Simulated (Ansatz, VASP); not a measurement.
As: VASP beside Ansatz

POSCAR

```
As
1.0
    1.9176846343      1.1071757398      3.5829826684
   -1.9176846343      1.1071757398      3.5829826684
    0.0000000000     -2.2143514796      3.5829826684
As
2
Direct
    0.2260000000      0.2260000000      0.2260000000
    0.7740000000      0.7740000000      0.7740000000
```

INCAR.step1

```
PREC     = Accurate       # precision mode
ENCUT    = 520            # plane-wave cutoff, eV
ISMEAR   = -1             # smearing method
SIGMA    = 0.05           # smearing width, eV
LREAL    = False          # projectors in reciprocal space
LASPH    = True           # aspherical terms in the spheres
NELM     = 80             # most SCF steps
NBANDS   = 12             # bands
GGA      = PE             # functional
ALGO     = Normal         # electronic algorithm
EDIFF    = 1E-4           # SCF threshold, eV
LWAVE    = True           # write WAVECAR
LCHARG   = False          # write CHGCAR
```

Contents of INCAR.step2:

```
PREC     = Accurate       # precision mode
ENCUT    = 520            # plane-wave cutoff, eV
EDIFF    = 1E-6           # SCF threshold, eV
ISMEAR   = -1             # smearing method
SIGMA    = 0.05           # smearing width, eV
LREAL    = False          # projectors in reciprocal space
LASPH    = True           # aspherical terms in the spheres
NELM     = 80             # most SCF steps
ALGO     = Normal         # electronic algorithm
ISIF     = 2              # what is computed and relaxed
LWAVE    = False          # write WAVECAR
LCHARG   = False          # write CHGCAR
METAGGA  = R2SCAN         # meta-GGA
LMIXTAU  = True         
NBANDS   = 12             # bands
ISTART   = 1
```

Contents of KPOINTS:

```
Automatic mesh
0
Gamma
  9 9 9
```

File input.yaml:

```yaml
crystal:
  lattice:
    - [1.9176846343, 1.1071757398, 3.5829826684]
    - [-1.9176846343, 1.1071757398, 3.5829826684]
    - [0.0, -2.2143514796, 3.5829826684]
  atoms:
    - { symbol: As, position: [0.226, 0.226, 0.226] }
    - { symbol: As, position: [0.774, 0.774, 0.774] }
hamiltonian:
  xc: r2scan
  pseudopotentials: { kind: paw }
kpoints:
  mp_grid: { grid: [9, 9, 9] }
scf:
  occupations: { method: fermi_dirac, width: 0.05 }
output:
  forces: true
  stress: true
  eigenvalues: true
  write_density: true
  write_potential: true
  elf: true
  volumetric_format: npy
```

Alike in both runs: task single point; functional r2SCAN; k mesh 9 × 9 × 9; occupations fermi-dirac, width 0.05 eV; no spin polarisation.

```csv
,VASP,Ansatz
version,VASP 6.6.1,Ansatz 0.2.0
potentials or method,"VASP PAW PBE potentials, release 64 (As)",Ansatz PAW
plane-wave cutoff (eV),520,500
valence electrons in the cell,10,30
```

|  | VASP | Ansatz | Ansatz less VASP |
| --- | --- | --- | --- |
| gap on the k mesh at the Fermi level (eV) | none | none | - |
| pressure (GPa) | -2.3 | -2.3 | -0.04 |
| traceless stress, the component that is largest in VASP (GPa) | 1.37 | 1.40 | +0.026 |
| rms of the force components (eV/Å) | 0.105 | 0.124 | +0.0188 |

VASP's potentials were made for PBE, not for r2SCAN. Atom by atom the forces differ by 0.019 eV/Å (rms over components). A gap of «none» marks a metal or a gap that the smearing closes. VASP's potentials hold 10 valence electrons a cell and Ansatz's 30, so a difference there can come from the potentials and not from the codes.
